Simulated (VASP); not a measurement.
## Ti: single point with PBEsol

Crystal: Ti.

```
CELL_PARAMETERS angstrom
2.89895 0.00000 0.00000
-1.44947 2.51056 0.00000
0.00000 0.00000 4.59901
ATOMIC_POSITIONS crystal
Ti 0.33333 0.66667 0.25000
Ti 0.66667 0.33333 0.75000
```

| Quantity | Value |
| --- | --- |
| Program | VASP 6.6.1 |
| Task | single point |
| Functional | PBEsol |
| Potentials or basis | VASP PAW PBE potentials, release 64 (Ti_sv) |
| Cutoff | 520 eV |
| k mesh | 10 × 10 × 6 |
| Occupations | fermi-dirac, width 0.05 eV |
| Spin | no spin polarisation |
| Dipole correction | no |
| Further INCAR settings | ALGO = Normal; EDIFF = 1e-07; NBANDS = 19 |

```json
{
  "Pressure": "-0.4 GPa",
  "Band gap on the k mesh": "zero (band 12 reaches 9.40 eV, above the bottom of band 13 at 8.40 eV)"
}
```

Stress tensor (GPa, compression positive):
```
-0.17  0.00  0.00
 0.00 -0.17  0.00
 0.00  0.00 -0.76
```

Levels at points of the mesh, in eV from the Fermi level:
```
           k point  band 8  band 9  band 10  band 11  band 12  band 13  band 14  band 15  band 16  band 17
(0.00, 0.00, 0.00)  -32.45   -6.29    -2.78     0.81     0.81     0.88     0.92     1.33     1.33     1.70
(0.50, 0.00, 0.00)  -32.53   -2.39    -2.26    -1.94    -0.56     0.49     0.66     1.24     3.53     3.76
(0.00, 0.00, 0.50)  -32.50   -4.38    -4.38     0.09     0.09     0.71     0.71     0.71     0.71     2.94
(0.50, 0.00, 0.50)  -32.63   -2.64    -2.64    -0.85    -0.85     1.45     1.45     1.81     1.81     3.68
```

Run time: 39 s on 1 thread of AMD EPYC 7R43 64-Core Processor (Zen 3) (shared host), peak memory 0.13 GiB.

Caveat: the PAW data sets were made with another functional, which shifts forces and pressure a little.
